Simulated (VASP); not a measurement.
# LuBeSi4 (P6/mmm) in VASP: a series of runs

Runs on LuBeSi4. Level: PBE. Tasks: single point.

Program: VASP 6.6.1. These are calculated values, not measurements. Logs are shortened: lines on timing, memory, paths and dates and some standing lists are left out, and cuts for length are marked.

## Step 1: The cell of the first run

It takes space group P6/mmm (No. 191, hexagonal). Conventional cell: a = 4.124 Å, b = 4.124 Å, c = 7.587 Å, α = 90.00°, β = 90.00°, γ = 120.00°. Lu (site symmetry 6/mmm) has 8 Si at 2.19 to 2.38 Å within 2.9 Å. Be (site symmetry 6/mmm) has 2 Si at 1.60 Å within 2.1 Å. Si (site symmetry 6mm) has 1 Be at 1.60 Å within 2.1 Å. Si (site symmetry -6m2) has 3 Si at 2.38 Å and 3 Lu at 2.38 Å within 3.1 Å.

## Step 2: Single point, PBE

Contents of INCAR:

```
SYSTEM = LuBeSi4
PREC = Accurate
ENCUT = 520
EDIFF = 1E-6
ISMEAR = 0
SIGMA = 0.1
LREAL = .False.
LASPH = .True.
NELM = 80
ALGO = Normal
ISIF = 2
LWAVE = .False.
LCHARG = .False.
GGA = PE
NBANDS = 30
```

Contents of KPOINTS:

```
Automatic mesh
0
Gamma
  6 6 2
  0 0 0
```

Contents of POSCAR:

```
LuBeSi4
1.0
    4.1236800300      0.0000000000      0.0000000000
   -2.0618400200      3.5712116700      0.0000000000
    0.0000000000      0.0000000000      7.5865361400
Lu Be Si
1 1 4
Direct
    0.0000000000      0.0000000000      0.5000000000
    0.0000000000      0.0000000000      0.0000000000
    0.0000000000      0.0000000000      0.2107999200
    0.0000000000      0.0000000000      0.7892000800
    0.3333333300      0.6666666700      0.5000000000
    0.6666666700      0.3333333300      0.5000000000
```

Potentials or basis: VASP PAW PBE potentials, release 64 (Lu, Be, Si).

The run is started by

```bash
cat potpaw_PBE.64/Lu/POTCAR potpaw_PBE.64/Be/POTCAR potpaw_PBE.64/Si/POTCAR > POTCAR
mpirun -np 1 vasp_std > vasp.out
```

OUTCAR:

```text
SYSTEM = LuBeSi4
   PREC = Accurate
   ENCUT = 520
   EDIFF = 1E-6
   ISMEAR = 0
   LREAL = .False.
   LASPH = .True.
   NELM = 80
   ISIF = 2
   GGA = PE

 ion  position               nearest neighbor table
   1  0.000  0.000  0.500-   3 2.19   4 2.19   5 2.38   6 2.38   6 2.38   5 2.38   6 2.38   5 2.38

   2  0.000  0.000  0.000-   3 1.60   4 1.60
   3  0.000  0.000  0.211-   2 1.60   1 2.19
   4  0.000  0.000  0.789-   2 1.60   1 2.19
   5  0.333  0.667  0.500-   6 2.38   1 2.38   6 2.38   1 2.38   1 2.38   6 2.38
   6  0.667  0.333  0.500-   5 2.38   1 2.38   5 2.38   1 2.38   1 2.38   5 2.38

  LATTYP: Found a hexagonal cell.
 ALAT       =     4.1236800300
 C/A-ratio  =     1.8397489827

  Lattice vectors:

 A1 = (   4.1236800300,   0.0000000000,   0.0000000000)
 A2 = (  -2.0618400200,   3.5712116700,   0.0000000000)
 A3 = (   0.0000000000,   0.0000000000,   7.5865361400)

Analysis of symmetry for initial positions (statically):
=====================================================================
 Subroutine PRICEL returns:
 Original cell was already a primitive cell.

 Routine SETGRP: Setting up the symmetry group for a
 hexagonal supercell.

 Subroutine GETGRP returns: Found 24 space group operations
 (whereof 24 operations were pure point group operations)
 out of a pool of 24 trial point group operations.

The static configuration has the point symmetry D_6h.

Analysis of symmetry for dynamics (positions and initial velocities):
=====================================================================
 Subroutine PRICEL returns:
 Original cell was already a primitive cell.

 Routine SETGRP: Setting up the symmetry group for a
 hexagonal supercell.

 Subroutine GETGRP returns: Found 24 space group operations
 (whereof 24 operations were pure point group operations)
 out of a pool of 24 trial point group operations.

The dynamic configuration has the point symmetry D_6h.

 Subroutine INISYM returns: Found 24 space group operations
 (whereof 24 operations are pure point group operations),
 and found     1 'primitive' translations

----------------------------------------------------------------------------------------

                                     Primitive cell

  volume of cell :     111.7234

  direct lattice vectors                    reciprocal lattice vectors
     4.123680030  0.000000000  0.000000000     0.242501841  0.140008503  0.000000000
    -2.061840020  3.571211670  0.000000000     0.000000000  0.280017006  0.000000000
     0.000000000  0.000000000  7.586536140     0.000000000  0.000000000  0.131812461

  length of vectors
     4.123680030  4.123680039  7.586536140     0.280017007  0.280017006  0.131812461

  position of ions in fractional coordinates (direct lattice)
     0.000000000  0.000000000  0.500000000
     0.000000000  0.000000000  0.000000000
     0.000000000  0.000000000  0.210799920
     0.000000000  0.000000000  0.789200080
     0.333333330  0.666666670  0.500000000
     0.666666670  0.333333330  0.500000000

  ion indices of the primitive-cell ions
   primitive index   ion index
                 1           1
                 2           2
                 3           3
                 4           4
                 5           5
                 6           6

----------------------------------------------------------------------------------------

 KPOINTS: Automatic mesh

Automatic generation of k-mesh.
 Grid dimensions read from file:
 generate k-points for:    6    6    2

 Generating k-lattice:

  Cartesian coordinates                     Fractional coordinates (reciprocal lattice)
     0.040416974  0.023334751  0.000000000     0.166666667 -0.000000000  0.000000000
     0.000000000  0.046669501  0.000000000     0.000000000  0.166666667  0.000000000
     0.000000000  0.000000000  0.065906231     0.000000000  0.000000000  0.500000000

  Length of vectors
     0.046669501  0.046669501  0.065906231

  Shift w.r.t. Gamma in fractional coordinates (k-lattice)
     0.000000000  0.000000000  0.000000000

 Subroutine IBZKPT returns following result:
 ===========================================

 Found     14 irreducible k-points:

 Following reciprocal coordinates:
            Coordinates               Weight
  0.000000  0.000000  0.000000      1.000000
  0.166667  0.000000  0.000000      6.000000
  0.333333  0.000000  0.000000      6.000000
  0.500000  0.000000  0.000000      3.000000
  0.166667  0.166667  0.000000      6.000000
  0.333333  0.166667  0.000000     12.000000
  0.333333  0.333333  0.000000      2.000000
  0.000000  0.000000  0.500000      1.000000
  0.166667  0.000000  0.500000      6.000000
  0.333333  0.000000  0.500000      6.000000
  0.500000  0.000000  0.500000      3.000000
  0.166667  0.166667  0.500000      6.000000
  0.333333  0.166667  0.500000     12.000000
  0.333333  0.333333  0.500000      2.000000
   k-points           NKPTS =     14   k-points in BZ     NKDIM =     14   number of bands    NBANDS=     30
   number of dos      NEDOS =    301   number of ions     NIONS =      6
   total plane-waves  NPLWV =  57344
   dimension x,y,z NGX =    32 NGY =   32 NGZ =   56
   dimension x,y,z NGXF=    64 NGYF=   64 NGZF=  112
   ions per type =               1   1   4
   NGX,Y,Z   is equivalent  to a cutoff of  12.90, 12.90, 12.27 a.u.
   NGXF,Y,Z  is equivalent  to a cutoff of  25.80, 25.80, 24.54 a.u.
 SYSTEM =  LuBeSi4
   PREC   = accura    normal or accurate (medium, high low for compatibility)
   ISTART =      0    job   : 0-new  1-cont  2-samecut
   ICHARG =      2    charge: 1-file 2-atom 10-const
   ISPIN  =      1    spin polarized calculation?
   LNONCOLLINEAR =      F non collinear calculations
   LSORBIT =      F    spin-orbit coupling
   LASPH  =      T    aspherical Exc in radial PAW
   ENCUT  =  520.0 eV  38.22 Ry    6.18 a.u.   7.67  7.67 14.11*2*pi/ulx,y,z
   NELM   =     80;   NELMIN=  2; NELMDL= -5     # of ELM steps
   EDIFF  = 0.1E-05   stopping-criterion for ELM
   LREAL  =      F    real-space projection
   EDIFFG = 0.1E-04   stopping-criterion for IOM
   NSW    =      0    number of steps for IOM
   IBRION =     -1    ionic relax: 0-MD 1-quasi-New 2-CG
   NFREE  =      0    steps in history (QN), initial steepest desc. (CG)
   ISIF   =      2    stress and relaxation
   ISYM   =      2    0-nonsym 1-usesym 2-fastsym
   POTIM  = 0.5000    time-step for ionic-motion
   TEBEG  =    0.0;   TEEND  =   0.0 temperature during run
   PSTRESS=    0.0 pullay stress
   NELECT =      43.0000    total number of electrons
   NUPDOWN=      -1.0000    fix difference up-down
   EMIN   =  10.00;   EMAX   =-10.00  energy-range for DOS
   EFERMI =   0.00;   METHOD = LEGACY
   ISMEAR =     0;   SIGMA  =   0.10  broadening in eV -4-tet -1-fermi 0-gaus
   EFERMI_NEDOS =   21; number of points for ismear=-14 and -15
   IALGO  =     38    algorithm
   IMIX   =      4    mixing-type and parameters
     AMIX     =   0.40;   BMIX     =  1.00
     AMIX_MAG =   1.60;   BMIX_MAG =  1.00
  volume/ion in A,a.u.               =      18.62       125.66
  Fermi-wavevector in a.u.,A,eV,Ry     =   1.190830  2.250342 19.294084  1.418075
  Thomas-Fermi vector in A             =   2.326905
   LORBIT       =      0    0 simple, 1 ext, 2 COOP (PROOUT), +10 PAW based schemes
   GGA     = PE    functional components
   LHFCALC =     F    Hartree Fock is set to
   AEXX    =    0.0000 exact exchange contribution
   IVDW    =     0    specifies the selected vdW correction
   LEPSILON=     F    determine dielectric tensor
   LRPA    =     F    only Hartree local field effects (RPA)
 non-spin polarized calculation
 Gauss-broadening in eV      SIGMA  =   0.10
  energy-cutoff  :      520.00
  volume of cell :      111.72
 maximum number of plane-waves:      3064
 NGX is ok and might be reduce to    32
   NGX = 15   NGY = 15   NGZ = 29

 number of electron      43.0000001 magnetization

 Free energy of the ion-electron system (eV)
  ---------------------------------------------------
  ext. energy  EPLUGINS =         0.00000000
  ---------------------------------------------------
  free energy    TOTEN  =       -13.29014609 eV

  energy without entropy =      -13.26887807  energy(sigma->0) =      -13.27951208

 E-fermi :   4.4197     XC(G=0):  -9.6124

 val. band max:        4.3753559358   @ k =   0.3333   0.1667   0.5000
 cond. band min:       4.4498045339   @ k =   0.3333   0.3333   0.5000
 fundamental gap:      0.0744485981
 Fermi energy:         4.4197047635

 k-point     1 :       0.0000    0.0000    0.0000
  band No.  band energies     occupation
      1     -50.3745      2.00000
      2     -21.5683      2.00000
      3     -21.5683      2.00000
      4     -21.5631      2.00000
      5      -7.8225      2.00000
      6      -3.4657      2.00000
[... 22 lines left out ...]
     29       9.8858      0.00000
     30       9.8860      0.00000

 k-point     2 :       0.1667    0.0000    0.0000
  band No.  band energies     occupation
      1     -50.3736      2.00000
      2     -21.6209      2.00000
      3     -21.5791      2.00000
      4     -21.5587      2.00000
      5      -7.3630      2.00000
      6      -3.3167      2.00000
[... 22 lines left out ...]
     29       9.7351      0.00000
     30       9.9299      0.00000

 k-point     3 :       0.3333    0.0000    0.0000
  band No.  band energies     occupation
      1     -50.3718      2.00000
      2     -21.7230      2.00000
      3     -21.6006      2.00000
      4     -21.5499      2.00000
      5      -6.1545      2.00000
      6      -3.1793      2.00000
[... 352 lines left out ...]
     29      10.0045      0.00000
     30      11.2287      0.00000

 k-point    14 :       0.3333    0.3333    0.5000
  band No.  band energies     occupation
      1     -50.3705      2.00000
      2     -21.7078      2.00000
      3     -21.7078      2.00000
      4     -21.5432      2.00000
      5      -3.9537      2.00000
      6      -3.9537      2.00000
[... 22 lines left out ...]
     29       9.3269      0.00000
     30      11.8955      0.00000

------------------------ aborting loop because EDIFF is reached ----------------------------------------

  FORCE on cell =-STRESS in cart. coord.  units (eV):
  Direction    XX          YY          ZZ          XY          YZ          ZX
  --------------------------------------------------------------------------------------
  -------------------------------------------------------------------------------------
  Total       18.4442872     18.4442873     60.1923136     -0.0000000     -0.0000000      0.0000000
  in kB      264.5016438    264.5016448    863.1922576     -0.0000004     -0.0000000      0.0000000
  external PRESSURE =     464.0651821 kB  Pullay stress =       0.0000000 kB

 VOLUME and BASIS-vectors are now :
 -----------------------------------------------------------------------------
  energy-cutoff  :      520.00
  volume of cell :      111.72
      direct lattice vectors                 reciprocal lattice vectors
     4.123680030  0.000000000  0.000000000     0.242501841  0.140008503  0.000000000
    -2.061840020  3.571211670  0.000000000     0.000000000  0.280017006  0.000000000
     0.000000000  0.000000000  7.586536140     0.000000000  0.000000000  0.131812461

 POSITION                                       TOTAL-FORCE (eV/Angst)
 -----------------------------------------------------------------------------------
      0.00000      0.00000      3.79327        -0.000000     -0.000000     -0.000000
      0.00000      0.00000      0.00000        -0.000000     -0.000000     -0.000000
      0.00000      0.00000      1.59924        -0.000000     -0.000000      7.726524
      0.00000      0.00000      5.98729        -0.000000      0.000000     -7.726524
     -0.00000      2.38081      3.79327        -0.000000     -0.000000     -0.000000
      2.06184      1.19040      3.79327         0.000000      0.000000     -0.000000
 -----------------------------------------------------------------------------------
    total drift:                                0.000000     -0.000000      0.000000

  FREE ENERGIE OF THE ION-ELECTRON SYSTEM (eV)
  ---------------------------------------------------
  free  energy   TOTEN  =       -13.2901460949 eV

  energy  without entropy=      -13.2688780661  energy(sigma->0) =      -13.27951208
```

Run time: 29 s. Hardware: 1 thread of Intel Xeon Platinum 8559C (Emerald Rapids), shared host; peak memory 0.25 GiB.

Results:

* Free energy: -13.2901 eV
* Pressure: 46.4 GPa
* Largest force: 7.727 eV/Å

Forces on the atoms (eV/Å):
```
Lu   0.000  0.000  0.000
Be   0.000  0.000  0.000
Si   0.000  0.000  7.727
Si   0.000  0.000 -7.727
Si   0.000  0.000  0.000
Si   0.000  0.000  0.000
```

Stress tensor (GPa, compression positive):
```
26.45  0.00  0.00
 0.00 26.45  0.00
 0.00  0.00 86.32
```

Levels at points of the mesh, in eV from the Fermi level:
```
           k point  band 18  band 19  band 20  band 21  band 22  band 23  band 24  band 25
(0.00, 0.00, 0.00)    -2.61    -1.01    -0.12    -0.12     0.25     0.25     3.43     3.54
(0.50, 0.00, 0.00)    -2.70    -1.97    -1.37    -1.10    -0.66     0.11     0.34     2.34
(0.00, 0.00, 0.50)    -1.60    -1.00    -0.63    -0.63     1.58     1.58     2.41     2.41
(0.50, 0.00, 0.50)    -2.07    -1.50    -1.12    -1.06    -0.69     0.06     0.34     1.70
```

Caveat: the k points lie up to 0.41 Å⁻¹ apart; spin-orbit coupling is left out, which moves the levels of the heavy elements; forces of over 1 eV/Å act on the atoms, so gaps and moduli don't describe the material at rest.

## Step 3: Single point, PBE

This run uses another cell than the first one, of 32.09 Å³/atom, 1.723 times its volume.

Contents of INCAR:

```
SYSTEM = LuBeSi4
  ALGO = Normal
  EDIFF = 1E-6
  ENCUT = 520
  GGA = PE
  ISIF = 2
  ISMEAR = 0
  LASPH = .TRUE.
  LCHARG = .FALSE.
  LREAL = .FALSE.
  LWAVE = .FALSE.
  NBANDS = 30
  NELM = 60
  PREC = Accurate
  SIGMA = 0.1
```

Contents of KPOINTS:

```
k-points
0
G
  6 6 2
  0 0 0
```

Contents of POSCAR:

```
LuBeSi4
1.0
    4.8302426798      0.0000000034      0.0000000000
   -2.4151213428      4.1831128655      0.0000000000
    0.0000000000      0.0000000000      9.5295637482
Lu Be Si
1 1 4
Direct
    0.0000000000      0.0000000000      0.5000000000
    0.0000000000      0.0000000000      0.0000000000
    0.0000000000      0.0000000000      0.2255329089
    0.0000000000      0.0000000000      0.7744670911
    0.3333333333      0.6666666667      0.5000000000
    0.6666666667      0.3333333333      0.5000000000
```

Potentials or basis: VASP PAW PBE potentials, release 64 (Lu, Be, Si).

The run is started by

```bash
cat potpaw_PBE.64/Lu/POTCAR potpaw_PBE.64/Be/POTCAR potpaw_PBE.64/Si/POTCAR > POTCAR
mpirun -np 1 vasp_std > vasp.out
```

Run time: 55 s. Hardware: 1 thread of Intel Xeon Platinum 8559C (Emerald Rapids), shared host; peak memory 0.33 GiB.

Results (log left out):

- Free energy: -22.6756 eV
- Pressure: 0.1 GPa
- Largest force: 0.026 eV/Å

Forces on the atoms (eV/Å):
```
Lu   0.000  0.000  0.000
Be   0.000  0.000  0.000
Si   0.000  0.000 -0.026
Si   0.000  0.000  0.026
Si   0.000  0.000  0.000
Si   0.000  0.000  0.000
```

Stress tensor (GPa, compression positive):
```
 0.26  0.00  0.00
 0.00  0.26  0.00
 0.00  0.00 -0.13
```

Levels at points of the mesh, in eV from the Fermi level:
| k point | band 18 | band 19 | band 20 | band 21 | band 22 | band 23 | band 24 | band 25 |
| --- | --- | --- | --- | --- | --- | --- | --- | --- |
| (0.00, 0.00, 0.00) | -2.76 | -2.26 | 0.18 | 0.18 | 0.42 | 0.42 | 0.91 | 1.84 |
| (0.50, 0.00, 0.00) | -2.46 | -1.33 | -0.97 | -0.97 | -0.07 | 0.34 | 0.75 | 1.02 |
| (0.00, 0.00, 0.50) | -2.92 | -1.74 | 0.04 | 0.05 | 0.05 | 0.53 | 0.53 | 2.55 |
| (0.50, 0.00, 0.50) | -2.39 | -1.89 | -0.98 | -0.40 | -0.03 | 0.03 | 0.75 | 0.79 |

Caveat: spin-orbit coupling is left out, which moves the levels of the heavy elements.
